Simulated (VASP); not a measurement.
GdN, 2 atoms in the cell. It takes space group I-4m2 (No. 119, tetragonal). The conventional cell has a = 3.729 Å, b = 3.729 Å, c = 5.168 Å, α = 90.00°, β = 90.00°, γ = 90.00°. Within 3.0 Å of Gd (site symmetry -4m2) lie 4 N at 2.27 Å. N (site symmetry -4m2) has 4 Gd at 2.27 Å within 3.0 Å. 

| Quantity | Value |
| --- | --- |
| Program | VASP 6.6.1 |
| Task | single point |
| Functional | PBEsol |
| Potentials or basis | VASP PAW PBE potentials, release 64 (Gd, N) |
| Cutoff | 520 eV |
| k mesh | 10 × 10 × 10 |
| Occupations | gaussian, width 0.05 eV |
| Spin | collinear spin, ferromagnetic start |
| Starting moments | [7.45, 0.0] μB |
| Dipole correction | no |
| Further INCAR settings | ALGO = Normal; EDIFF = 1e-06; NBANDS = 22 |

Potentials or basis: VASP PAW PBE potentials, release 64 (Gd, N).

Launch:

```sh
$ cat potpaw_PBE.64/Gd/POTCAR potpaw_PBE.64/N/POTCAR > POTCAR
$ mpirun -np 1 vasp_std > vasp.out
```

Hardware: 1 thread of Intel(R) Xeon(R) Platinum 8259CL CPU @ 2.50GHz (Skylake/Cascade Lake), with other jobs on the host.

Problem. How long does it take, and how much memory?

Solution. Run time: 11 min on 1 thread of Intel(R) Xeon(R) Platinum 8259CL CPU @ 2.50GHz (Skylake/Cascade Lake), on a shared host, peak memory 0.28 GiB. Counts: scf iterations 42, k points 102.
